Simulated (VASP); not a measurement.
# BeS (F-43m) in VASP: settings compared, part 2 of 2

VASP 6.6.1. Earlier steps stand in the parts before.

### Step 3. Single point, PBEsol

This run uses another cell than the first one, of 14.26 Å³/atom, 1.005 times its volume.

INCAR

```
PREC = Accurate ; ENCUT = 600
EDIFF = 1E-6 ; ISMEAR = 0
SIGMA = 0.05 ; LREAL = F
LASPH = T ; NELM = 120
ALGO = Normal ; ISIF = 2
LWAVE = F ; LCHARG = T
GGA = PS ; LELF = T
LVHAR = T ; NBANDS = 11
GGA_COMPAT = F
```

KPOINTS

```
Automatic mesh
0
Gamma
  8 8 8
```

POSCAR

```
BeS
1.0
    0.0000000000      2.4249991143      2.4249991143
    2.4249991143      0.0000000000      2.4249991143
    2.4249991143      2.4249991143      0.0000000000
Be S
1 1
Direct
    0.0000000000      0.0000000000      0.0000000000
    0.7500000000      0.7500000000      0.7500000000
```

Potentials or basis: VASP PAW PBE potentials, release 64 (Be, S).

On the command line:

```
cat potpaw_PBE.64/Be/POTCAR potpaw_PBE.64/S/POTCAR > POTCAR
mpirun -np 1 vasp_std > vasp.out
```

OUTCAR:

```text
PREC = Accurate
   ENCUT = 600
   EDIFF = 1E-6
   ISMEAR = 0
   LREAL = F
   LASPH = T
   NELM = 120
   ISIF = 2
   GGA = PS

 ion  position               nearest neighbor table
   1  0.000  0.000  0.000-   2 2.10   2 2.10   2 2.10   2 2.10
   2  0.750  0.750  0.750-   1 2.10   1 2.10   1 2.10   1 2.10

  LATTYP: Found a face centered cubic cell.
 ALAT       =     4.8499982286

  Lattice vectors:

 A1 = (   0.0000000000,   2.4249991143,   2.4249991143)
 A2 = (   2.4249991143,   0.0000000000,   2.4249991143)
 A3 = (   2.4249991143,   2.4249991143,   0.0000000000)

Analysis of symmetry for initial positions (statically):
=====================================================================
 Subroutine PRICEL returns:
 Original cell was already a primitive cell.

 Routine SETGRP: Setting up the symmetry group for a
 face centered cubic supercell.

 Subroutine GETGRP returns: Found 24 space group operations
 (whereof 24 operations were pure point group operations)
 out of a pool of 48 trial point group operations.

The static configuration has the point symmetry T_d .

Analysis of symmetry for dynamics (positions and initial velocities):
[... 173 lines left out ...]
      6       9.7541      0.00000
      7       9.7541      0.00000
      8       9.8506      0.00000
      9      16.9384      0.00000
     10      16.9384      0.00000
     11      18.8203      0.00000
[... 309 lines left out ...]
 k-point    24 :      -0.3750    0.2500    0.1250
  band No.  band energies     occupation
      1      -7.6594      2.00000
      2      -1.1788      2.00000
      3       1.3341      2.00000
      4       2.2795      2.00000
      5      10.1133      0.00000
      6      10.6458      0.00000
      7      13.2298      0.00000
      8      14.5643      0.00000
      9      15.4995      0.00000
     10      19.4455      0.00000
     11      20.0024      0.00000

 [... further k-points ...]

------------------------ aborting loop because EDIFF is reached ----------------------------------------

  FORCE on cell =-STRESS in cart. coord.  units (eV):
  Direction    XX          YY          ZZ          XY          YZ          ZX
  --------------------------------------------------------------------------------------
  -------------------------------------------------------------------------------------
  Total       -0.0934124     -0.0934124     -0.0934124      0.0000000      0.0000000      0.0000000
  in kB       -5.2474770     -5.2474770     -5.2474770      0.0000000      0.0000000      0.0000000
  external PRESSURE =      -5.2474770 kB  Pullay stress =       0.0000000 kB

 VOLUME and BASIS-vectors are now :
 -----------------------------------------------------------------------------
  energy-cutoff  :      600.00
  volume of cell :       28.52
      direct lattice vectors                 reciprocal lattice vectors
     0.000000000  2.424999114  2.424999114    -0.206185642  0.206185642  0.206185642
     2.424999114  0.000000000  2.424999114     0.206185642 -0.206185642  0.206185642
     2.424999114  2.424999114  0.000000000     0.206185642  0.206185642 -0.206185642

 POSITION                                       TOTAL-FORCE (eV/Angst)
 -----------------------------------------------------------------------------------
      0.00000      0.00000      0.00000        -0.000000     -0.000000     -0.000000
      3.63750      3.63750      3.63750         0.000000      0.000000      0.000000
 -----------------------------------------------------------------------------------
    total drift:                                0.000000      0.000000     -0.000000

  FREE ENERGIE OF THE ION-ELECTRON SYSTEM (eV)
  ---------------------------------------------------
  free  energy   TOTEN  =       -10.5641373354 eV

  energy  without entropy=      -10.5641373354  energy(sigma->0) =      -10.56413734
```

OSZICAR:

```text
N       E                     dE             d eps       ncg     rms          rms(c)
DAV:   1     0.222989009777E+02    0.22299E+02   -0.43383E+03   638   0.709E+02
DAV:   2    -0.944760856365E+01   -0.31747E+02   -0.30040E+02   863   0.124E+02
DAV:   3    -0.107420857347E+02   -0.12945E+01   -0.12924E+01   819   0.245E+01
DAV:   4    -0.107499853427E+02   -0.78996E-02   -0.78975E-02   828   0.229E+00
DAV:   5    -0.107500281628E+02   -0.42820E-04   -0.42820E-04   826   0.151E-01    0.534E+00
DAV:   6    -0.106117324962E+02    0.13830E+00   -0.10972E-01   748   0.153E+00    0.352E+00
DAV:   7    -0.105638254530E+02    0.47907E-01   -0.10879E-01   796   0.164E+00    0.801E-01
DAV:   8    -0.105640807587E+02   -0.25531E-03   -0.55412E-03   814   0.399E-01    0.139E-01
DAV:   9    -0.105641255514E+02   -0.44793E-04   -0.32719E-04   789   0.119E-01    0.418E-02
DAV:  10    -0.105641339717E+02   -0.84203E-05   -0.34589E-05   842   0.291E-02    0.111E-02
DAV:  11    -0.105641371930E+02   -0.32213E-05   -0.79060E-06   752   0.157E-02    0.576E-03
DAV:  12    -0.105641373354E+02   -0.14234E-06   -0.18747E-07   459   0.319E-03
   1 F= -.10564137E+02 E0= -.10564137E+02  d E =-.589447E-13
```

stdout:

```text
POSCAR found type information on POSCAR BeS
 POSCAR found :  2 types and       2 ions
 scaLAPACK will be used
 -----------------------------------------------------------------------------
|                                                                             |
|                                                                             |
|     You enforced a specific xc type in the INCAR file but a different       |
|     I HOPE YOU KNOW WHAT YOU ARE DOING!                                     |
|                                                                             |
 -----------------------------------------------------------------------------

 LDA part: xc-table for (Slater+PW92), standard interpolation
 POSCAR, INCAR and KPOINTS ok, starting setup
 FFT: planning ... GRIDC
 FFT: planning ... GRID_SOFT
 FFT: planning ... GRID
 WAVECAR not read
 entering main loop
```

Run time: 18 s. Hardware: 1 thread of Intel Xeon 8259CL, shared host; peak memory 0.15 GiB.

Results:

* Free energy: -10.5641 eV
* Pressure: -0.5 GPa
* Band gap on the k mesh: 2.93 eV, indirect (least direct gap 5.60 eV)

Caveat: the PAW data sets were made with another functional, which shifts forces and pressure a little. A k mesh can miss the band edges.
